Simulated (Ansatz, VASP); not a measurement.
# One calculation of Cd, two programs

```
Cd
1.0
     2.92064    0.00000    0.00000
    -1.46032    2.52935    0.00000
     0.00000    0.00000    5.39324
Cd
2
Direct
  0.33333 0.66667 0.75000
  0.66667 0.33333 0.25000
```

Alike in both runs: functional LDA; k mesh 16 × 16 × 8; occupations gaussian, width 0.05 eV; no spin polarisation.

Ansatz relaxed the structure, and its values are those at the end. VASP's run is a single point on that final structure, the one shown.

|  | VASP | Ansatz |
| --- | --- | --- |
| version | VASP 6.6.1 | Ansatz 0.2.0 |
| potentials or method | VASP PAW LDA potentials, release 64 (Cd_sv_GW), cutoff 540 eV | scalar-relativistic, plane waves, PAW |
| valence electrons in the cell | 40 | 40 |

|  | VASP | Ansatz | Ansatz less VASP |
| --- | --- | --- | --- |
| pressure (GPa) | -2.3 | 0.0 | +2.24 |

LDA's correlation is that of Perdew and Zunger in VASP and of Perdew and Wang (1992) in Ansatz.
